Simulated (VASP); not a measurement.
Write the native input for VASP 6.6.1 that does the following.

| Item | Value |
| --- | --- |
| Task | single point |
| Functional | HSE06 |
| Potentials or basis | VASP PAW PBE potentials, release 64 (Ga_d, P) |
| Cutoff | 520 eV |
| k mesh | 6 × 6 × 6 |
| Occupations | gaussian, width 0.01 eV |
| Spin | no spin polarisation |
| Dipole correction | no |
| Grid for exact exchange (PRECFOCK) | Normal |
| Further INCAR settings | ALGO = Normal; EDIFF = 1e-06; NBANDS = 16 |
| Share of exact exchange | 0.25 |
| Screening parameter | 0.2079 1/Å |

Crystal: GaP.

```xyz
2
Lattice="0.0000 2.7527 2.7026 2.7527 0.0000 2.7026 2.7527 2.7527 0.0000" Properties=species:S:1:pos:R:3 pbc="T T T"
Ga    0.0000    0.0000    0.0000
P     1.3763    1.3763    1.3513
```

This cell differs from its parent crystal: epitaxial xy strain +1.0%.

The input as run:

POSCAR

```
GaP
1.0
    0.0000000000      2.7526532803      2.7026489945
    2.7526532803      0.0000000000      2.7026489945
    2.7526532803      2.7526532803      0.0000000000
Ga P
1 1
Direct
    0.0000000000      0.0000000000      0.0000000000
    0.2500000000      0.2500000000      0.2500000000
```

INCAR.step1

```
PREC = Accurate
ENCUT = 520
EDIFF = 1E-5
ISMEAR = 0
SIGMA = 0.01
LREAL = F
LASPH = T
NELM = 80
ALGO = Normal
ISIF = 2
LWAVE = T
LCHARG = F
NBANDS = 16
GGA = PE
```

INCAR.step2

```
PREC = Accurate
ENCUT = 520
EDIFF = 1E-6
ISMEAR = 0
SIGMA = 0.01
LREAL = F
LASPH = T
NELM = 80
ALGO = Normal
ISIF = 2
LWAVE = F
LCHARG = F
GGA = PE
LHFCALC = T
HFSCREEN = 0.2079
PRECFOCK = Normal
NBANDS = 16
ISTART = 1
```

KPOINTS

```
regular mesh
0
Gamma
  6 6 6
```

Potentials or basis: VASP PAW PBE potentials, release 64 (Ga_d, P).

The run is started by

```console
$ cat potpaw_PBE.64/Ga_d/POTCAR potpaw_PBE.64/P/POTCAR > POTCAR
$ cp INCAR.step1 INCAR
$ mpirun -np 1 vasp_std > vasp.out
$ cp INCAR.step2 INCAR
$ mpirun -np 1 vasp_std > vasp.out
```

It gave:

| Quantity | Value |
| --- | --- |
| Pressure | -0.5 GPa |
| Band gap on the k mesh | 2.16 eV (least direct gap 2.62 eV) |

Caveat: the cell differs from its parent crystal (epitaxial xy strain +1.0%); the PAW data sets were made with another functional, which shifts forces and pressure a little.

Run time: 97 min on 1 thread of Intel(R) Xeon(R) Platinum 8259CL CPU @ 2.50GHz (Skylake/Cascade Lake), on a shared host, peak memory 0.3 GiB.
